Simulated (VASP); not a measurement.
# SrO (Fm-3m) in VASP: notebook

The runs below take SrO through single point, with PBE.

Everything below comes from runs of VASP 6.6.1. Logs are shortened: lines on timing, memory, paths and dates and some standing lists are left out, and cuts for length are marked.

## (1) The cell of the first run

The structure is cubic, space group Fm-3m (No. 225). Conventional cell: a = 5.070 Å, b = 5.070 Å, c = 5.070 Å, α = 90.00°, β = 90.00°, γ = 90.00°. Within 3.3 Å of Sr (site symmetry m-3m) lie 6 O at 2.54 Å. O (site symmetry m-3m) has 6 Sr at 2.54 Å within 3.3 Å.

## (2) Single point, PBE (volume scaled by 0.96)

Contents of INCAR:

```
  PREC = Accurate
  ENCUT = 520
  EDIFF = 1E-6
  ISMEAR = -1
  SIGMA = 0.02
  LREAL = False
  LASPH = True
  NELM = 60
  ALGO = Normal
  ISIF = 2
  LWAVE = False
  LCHARG = False
  GGA = PE
  NBANDS = 15
```

Contents of KPOINTS:

```
regular mesh
0
Gamma
  8 8 8
```

Contents of POSCAR:

```
SrO
1.0
    0.0000000000      2.5350687154      2.5350687154
    2.5350687154      0.0000000000      2.5350687154
    2.5350687154      2.5350687154      0.0000000000
Sr O
1 1
Direct
    0.0000000000      0.0000000000      0.0000000000
    0.5000000000      0.5000000000      0.5000000000
```

Potentials or basis: VASP PAW PBE potentials, release 64 (Sr_sv, O).

On the command line:

```console
$ cat potpaw_PBE.64/Sr_sv/POTCAR potpaw_PBE.64/O/POTCAR > POTCAR
$ mpirun -np 1 vasp_std > vasp.out
```

OUTCAR:

```text
PREC = Accurate
   ENCUT = 520
   EDIFF = 1E-6
   ISMEAR = -1
   LREAL = False
   LASPH = True
   NELM = 60
   ISIF = 2
   GGA = PE

 ion  position               nearest neighbor table
   1  0.000  0.000  0.000-   2 2.54   2 2.54   2 2.54   2 2.54   2 2.54   2 2.54
   2  0.500  0.500  0.500-   1 2.54   1 2.54   1 2.54   1 2.54   1 2.54   1 2.54

  LATTYP: Found a face centered cubic cell.
 ALAT       =     5.0701374308

  Lattice vectors:

 A1 = (   0.0000000000,   2.5350687154,   2.5350687154)
 A2 = (   2.5350687154,   0.0000000000,   2.5350687154)
 A3 = (   2.5350687154,   2.5350687154,   0.0000000000)

Analysis of symmetry for initial positions (statically):
=====================================================================
 Subroutine PRICEL returns:
 Original cell was already a primitive cell.

 Routine SETGRP: Setting up the symmetry group for a
 face centered cubic supercell.

 Subroutine GETGRP returns: Found 48 space group operations
 (whereof 48 operations were pure point group operations)
 out of a pool of 48 trial point group operations.

The static configuration has the point symmetry O_h .

Analysis of symmetry for dynamics (positions and initial velocities):
=====================================================================
 Subroutine PRICEL returns:
 Original cell was already a primitive cell.

 Routine SETGRP: Setting up the symmetry group for a
 face centered cubic supercell.

 Subroutine GETGRP returns: Found 48 space group operations
 (whereof 48 operations were pure point group operations)
 out of a pool of 48 trial point group operations.

The dynamic configuration has the point symmetry O_h .

 Subroutine INISYM returns: Found 48 space group operations
 (whereof 48 operations are pure point group operations),
 and found     1 'primitive' translations

----------------------------------------------------------------------------------------

                                     Primitive cell

  volume of cell :      32.5836

  direct lattice vectors                    reciprocal lattice vectors
     0.000000000  2.535068715  2.535068715    -0.197233312  0.197233312  0.197233312
     2.535068715  0.000000000  2.535068715     0.197233312 -0.197233312  0.197233312
     2.535068715  2.535068715  0.000000000     0.197233312  0.197233312 -0.197233312

  length of vectors
     3.585128559  3.585128559  3.585128559     0.341618118  0.341618118  0.341618118

  position of ions in fractional coordinates (direct lattice)
     0.000000000  0.000000000  0.000000000
     0.500000000  0.500000000  0.500000000

  ion indices of the primitive-cell ions
   primitive index   ion index
                 1           1
                 2           2

----------------------------------------------------------------------------------------

 KPOINTS: regular mesh

Automatic generation of k-mesh.
 Grid dimensions read from file:
 generate k-points for:    8    8    8

 Generating k-lattice:

  Cartesian coordinates                     Fractional coordinates (reciprocal lattice)
    -0.024654164  0.024654164  0.024654164     0.125000000  0.000000000  0.000000000
     0.024654164 -0.024654164  0.024654164     0.000000000  0.125000000  0.000000000
     0.024654164  0.024654164 -0.024654164     0.000000000  0.000000000  0.125000000

  Length of vectors
     0.042702265  0.042702265  0.042702265

  Shift w.r.t. Gamma in fractional coordinates (k-lattice)
     0.000000000  0.000000000  0.000000000

 Subroutine IBZKPT returns following result:
 ===========================================

 Found     29 irreducible k-points:

 Following reciprocal coordinates:
            Coordinates               Weight
  0.000000  0.000000  0.000000      1.000000
  0.125000  0.000000  0.000000      8.000000
  0.250000  0.000000  0.000000      8.000000
  0.375000  0.000000  0.000000      8.000000
  0.500000  0.000000  0.000000      4.000000
  0.125000  0.125000  0.000000      6.000000
[... 16 lines left out ...]
  0.500000  0.250000  0.125000     48.000000
 -0.375000  0.250000  0.125000     24.000000
 [... further k-points ...]
   k-points           NKPTS =     29   k-points in BZ     NKDIM =     29   number of bands    NBANDS=     15
   number of dos      NEDOS =    301   number of ions     NIONS =      2
   total plane-waves  NPLWV =  21952
   dimension x,y,z NGX =    28 NGY =   28 NGZ =   28
   dimension x,y,z NGXF=    56 NGYF=   56 NGZF=   56
   ions per type =               1   1
   NGX,Y,Z   is equivalent  to a cutoff of  12.98, 12.98, 12.98 a.u.
   NGXF,Y,Z  is equivalent  to a cutoff of  25.97, 25.97, 25.97 a.u.
 SYSTEM =  unknown system
   PREC   = accura    normal or accurate (medium, high low for compatibility)
   ISTART =      0    job   : 0-new  1-cont  2-samecut
   ICHARG =      2    charge: 1-file 2-atom 10-const
   ISPIN  =      1    spin polarized calculation?
   LNONCOLLINEAR =      F non collinear calculations
   LSORBIT =      F    spin-orbit coupling
   LASPH  =      T    aspherical Exc in radial PAW
   ENCUT  =  520.0 eV  38.22 Ry    6.18 a.u.   6.67  6.67  6.67*2*pi/ulx,y,z
   NELM   =     60;   NELMIN=  2; NELMDL= -5     # of ELM steps
   EDIFF  = 0.1E-05   stopping-criterion for ELM
   LREAL  =      F    real-space projection
   EDIFFG = 0.1E-04   stopping-criterion for IOM
   NSW    =      0    number of steps for IOM
   IBRION =     -1    ionic relax: 0-MD 1-quasi-New 2-CG
   NFREE  =      0    steps in history (QN), initial steepest desc. (CG)
   ISIF   =      2    stress and relaxation
   ISYM   =      2    0-nonsym 1-usesym 2-fastsym
   POTIM  = 0.5000    time-step for ionic-motion
   TEBEG  =    0.0;   TEEND  =   0.0 temperature during run
   PSTRESS=    0.0 pullay stress
   NELECT =      16.0000    total number of electrons
   NUPDOWN=      -1.0000    fix difference up-down
   EMIN   =  10.00;   EMAX   =-10.00  energy-range for DOS
   EFERMI =   0.00;   METHOD = LEGACY
   ISMEAR =    -1;   SIGMA  =   0.02  broadening in eV -4-tet -1-fermi 0-gaus
   EFERMI_NEDOS =   21; number of points for ismear=-14 and -15
   IALGO  =     38    algorithm
   IMIX   =      4    mixing-type and parameters
     AMIX     =   0.40;   BMIX     =  1.00
     AMIX_MAG =   1.60;   BMIX_MAG =  1.00
  volume/ion in A,a.u.               =      16.29       109.94
  Fermi-wavevector in a.u.,A,eV,Ry     =   1.291562  2.440697 22.696302  1.668131
  Thomas-Fermi vector in A             =   2.423324
   LORBIT       =      0    0 simple, 1 ext, 2 COOP (PROOUT), +10 PAW based schemes
   GGA     = PE    functional components
   LHFCALC =     F    Hartree Fock is set to
   AEXX    =    0.0000 exact exchange contribution
   IVDW    =     0    specifies the selected vdW correction
   LEPSILON=     F    determine dielectric tensor
   LRPA    =     F    only Hartree local field effects (RPA)
 non-spin polarized calculation
  energy-cutoff  :      520.00
  volume of cell :       32.58
 maximum number of plane-waves:       893
   NGX = 13   NGY = 13   NGZ = 13

 number of electron      15.9999995 magnetization

 Free energy of the ion-electron system (eV)
  ---------------------------------------------------
  ext. energy  EPLUGINS =         0.00000000
  ---------------------------------------------------
  free energy    TOTEN  =       -11.99137643 eV

  energy without entropy =      -11.99137643  energy(sigma->0) =      -11.99137643

 E-fermi :   2.3903     XC(G=0): -10.2278

 val. band max:        1.8683976163   @ k =   0.0000   0.0000   0.0000
 cond. band min:       5.1041462549   @ k =   0.5000   0.5000   0.0000
 fundamental gap:      3.2357486386
 Fermi energy:         2.3903363847

 k-point     1 :       0.0000    0.0000    0.0000
  band No.  band energies     occupation
      1     -30.3779      2.00000
      2     -13.2755      2.00000
      3     -11.9677      2.00000
      4     -11.9677      2.00000
      5     -11.9677      2.00000
      6       1.8684      2.00000
      7       1.8684      2.00000
      8       1.8684      2.00000
      9       6.1621      0.00000
     10       8.1696      0.00000
     11       8.1696      0.00000
     12       8.1696      0.00000
     13      10.4337      0.00000
     14      10.4337      0.00000
     15      14.7868      0.00000

 k-point     2 :       0.1250    0.0000    0.0000
  band No.  band energies     occupation
      1     -30.3539      2.00000
      2     -13.6446      2.00000
      3     -11.9811      2.00000
      4     -11.9811      2.00000
      5     -11.6560      2.00000
      6       1.4057      2.00000
      7       1.6550      2.00000
      8       1.6550      2.00000
      9       6.8735      0.00000
     10       8.0200      0.00000
     11       8.4903      0.00000
     12       8.4903      0.00000
     13      10.8710      0.00000
     14      10.8710      0.00000
     15      15.8274      0.00000

 k-point     3 :       0.2500    0.0000    0.0000
  band No.  band energies     occupation
      1     -30.2955      2.00000
      2     -14.2489      2.00000
      3     -12.0130      2.00000
      4     -12.0130      2.00000
      5     -11.1908      2.00000
      6       0.5504      2.00000
      7       1.1967      2.00000
      8       1.1967      2.00000
      9       7.9851      0.00000
     10       8.4359      0.00000
     11       9.3624      0.00000
     12       9.3624      0.00000
     13      11.9586      0.00000
     14      11.9586      0.00000
     15      17.9360      0.00000
[... 343 lines left out ...]
 k-point    23 :       0.5000    0.2500    0.1250
  band No.  band energies     occupation
      1     -30.2058      2.00000
      2     -14.4618      2.00000
      3     -12.3854      2.00000
      4     -12.1668      2.00000
      5     -11.1724      2.00000
      6       0.2854      2.00000
      7       0.8759      2.00000
      8       1.3477      2.00000
      9       7.5226      0.00000
     10       9.3176      0.00000
     11      11.0801      0.00000
     12      11.1807      0.00000
     13      13.3021      0.00000
     14      14.3196      0.00000
     15      16.6838      0.00000

 k-point    24 :      -0.3750    0.2500    0.1250
  band No.  band energies     occupation
      1     -30.1860      2.00000
      2     -14.5355      2.00000
      3     -12.4108      2.00000
      4     -12.2307      2.00000
      5     -11.1429      2.00000
      6       0.2430      2.00000
      7       0.9647      2.00000
      8       1.0626      2.00000
      9       8.3903      0.00000
     10       8.7697      0.00000
     11      11.5303      0.00000
     12      11.6282      0.00000
     13      13.8502      0.00000
     14      15.2364      0.00000
     15      15.7535      0.00000

 [... further k-points ...]
[... 5 lines left out ...]
  --------------------------------------------------------------------------------------
  -------------------------------------------------------------------------------------
  Total        1.6234319      1.6234319      1.6234319      0.0000000     -0.0000000      0.0000000
  in kB       79.8261986     79.8261986     79.8261986      0.0000000     -0.0000000      0.0000000
  external PRESSURE =      79.8261986 kB  Pullay stress =       0.0000000 kB

 VOLUME and BASIS-vectors are now :
 -----------------------------------------------------------------------------
  energy-cutoff  :      520.00
  volume of cell :       32.58
      direct lattice vectors                 reciprocal lattice vectors
     0.000000000  2.535068715  2.535068715    -0.197233312  0.197233312  0.197233312
     2.535068715  0.000000000  2.535068715     0.197233312 -0.197233312  0.197233312
     2.535068715  2.535068715  0.000000000     0.197233312  0.197233312 -0.197233312

 POSITION                                       TOTAL-FORCE (eV/Angst)
 -----------------------------------------------------------------------------------
      0.00000      0.00000      0.00000         0.000000     -0.000000      0.000000
      2.53507      2.53507      2.53507        -0.000000      0.000000     -0.000000
 -----------------------------------------------------------------------------------
    total drift:                                0.000000      0.000000      0.000000

  FREE ENERGIE OF THE ION-ELECTRON SYSTEM (eV)
  ---------------------------------------------------
  free  energy   TOTEN  =       -11.9913764320 eV

  energy  without entropy=      -11.9913764320  energy(sigma->0) =      -11.99137643
```

Run time: 10 s. Hardware: 1 thread of AMD EPYC 9R14 (Zen 4), shared host; peak memory 0.13 GiB.

Results:

```yaml
Free_energy: -11.9914 eV
Pressure: 8.0 GPa
Band_gap_on_the_k_mesh: 3.24 eV, indirect (least direct gap 3.29 eV)
```

## (3) Single point, PBE (volume scaled by 0.99)

Contents of INCAR:

```
SYSTEM = SrO
  ALGO = Normal
  EDIFF = 1E-6
  ENCUT = 520
  GGA = PE
  ISIF = 2
  ISMEAR = -1
  LASPH = .True.
  LCHARG = .False.
  LREAL = .False.
  LWAVE = .False.
  NBANDS = 15
  NELM = 60
  PREC = Accurate
  SIGMA = 0.02
```

Contents of KPOINTS:

```
k-points
0
Gamma
  8 8 8
  0 0 0
```

Contents of POSCAR:

```
SrO
1.0
    0.0000000000      2.5612052870      2.5612052870
    2.5612052870      0.0000000000      2.5612052870
    2.5612052870      2.5612052870      0.0000000000
Sr O
1 1
Direct
    0.0000000000      0.0000000000      0.0000000000
    0.5000000000      0.5000000000      0.5000000000
```

Potentials or basis: VASP PAW PBE potentials, release 64 (Sr_sv, O).

On the command line:

```console
$ cat potpaw_PBE.64/Sr_sv/POTCAR potpaw_PBE.64/O/POTCAR > POTCAR
$ mpirun -np 1 vasp_std > vasp.out
```

It took 10 s on 1 thread of AMD EPYC 9R14 (Zen 4), shared host; peak memory 0.13 GiB.

The run converged. Its results:

```
Free energy            : -12.0316 eV
Pressure               : 4.5 GPa
Band gap on the k mesh : 3.26 eV, indirect (least direct gap 3.34 eV)
```

Levels at points of the mesh, in eV from the valence-band top:
```csv
k point,band 6,band 7,band 8,band 9,band 10,band 11
"(0.00, 0.00, 0.00)",0.00,0.00,0.00,4.07,6.24,6.24
"(0.50, 0.00, 0.00)",-2.19,-1.16,-1.16,6.60,8.55,8.91
"(0.50, 0.50, 0.00)",-0.41,-0.08,-0.08,3.26,7.89,10.25
```

 A k mesh can miss the band edges.

## (4) Single point, PBE (volume scaled by 1.01)

Contents of INCAR:

```
SYSTEM = SrO
PREC = Accurate ; ENCUT = 520
EDIFF = 1E-6 ; ISMEAR = -1
SIGMA = 0.02 ; LREAL = .FALSE.
LASPH = .TRUE. ; NELM = 100
ALGO = Normal ; ISIF = 2
LWAVE = .FALSE. ; LCHARG = .FALSE.
GGA = PE ; NBANDS = 15
```

Contents of KPOINTS:

```
regular mesh
0
G
  8 8 8
  0 0 0
```

Contents of POSCAR:

```
SrO
1.0
    0.0000000000      2.5783376042      2.5783376042
    2.5783376042      0.0000000000      2.5783376042
    2.5783376042      2.5783376042      0.0000000000
Sr O
1 1
Direct
    0.0000000000      0.0000000000      0.0000000000
    0.5000000000      0.5000000000      0.5000000000
```

On the command line:

```console
$ cat potpaw_PBE.64/Sr_sv/POTCAR potpaw_PBE.64/O/POTCAR > POTCAR
$ mpirun -np 1 vasp_std > vasp.out
```

Wall time 11 s (1 thread of AMD EPYC 9R14 (Zen 4), shared host); peak memory 0.13 GiB.

The run converged. Its results:

- Free energy: -12.0470 eV
- Pressure: 2.5 GPa
- Band gap on the k mesh: 3.27 eV, indirect (least direct gap 3.36 eV)

Levels at points of the mesh, in eV from the valence-band top:
```tsv
k point	band 4	band 5	band 6	band 7	band 8	band 9	band 10	band 11	band 12	band 13
(0.00, 0.00, 0.00)	-14.07	-14.07	0.00	0.00	0.00	3.92	6.19	6.19	6.19	8.34
(0.50, 0.00, 0.00)	-14.15	-12.88	-2.15	-1.12	-1.12	6.51	8.39	8.80	8.80	11.83
(0.50, 0.50, 0.00)	-14.42	-14.42	-0.45	-0.09	-0.09	3.27	7.74	10.12	10.31	11.02
```

## (5) Overview

| cell | gap on the mesh (eV) | pressure (GPa) |
| --- | --- | --- |
| a = 3.585 Å, angles 60.0°, 2 atoms | 3.24 | 8.0 |
| a = 3.622 Å, angles 60.0°, 2 atoms | 3.26 | 4.5 |
| a = 3.646 Å, angles 60.0°, 2 atoms | 3.27 | 2.5 |

Alike in all rows: task single point; level PBE; potentials or basis VASP PAW PBE potentials, release 64 (Sr_sv, O); no spin polarisation; k mesh 8 × 8 × 8; cutoff (eV) 520; smearing fermi-dirac 0.02 eV.

Absolute energies hang on the potentials; compare differences alone.
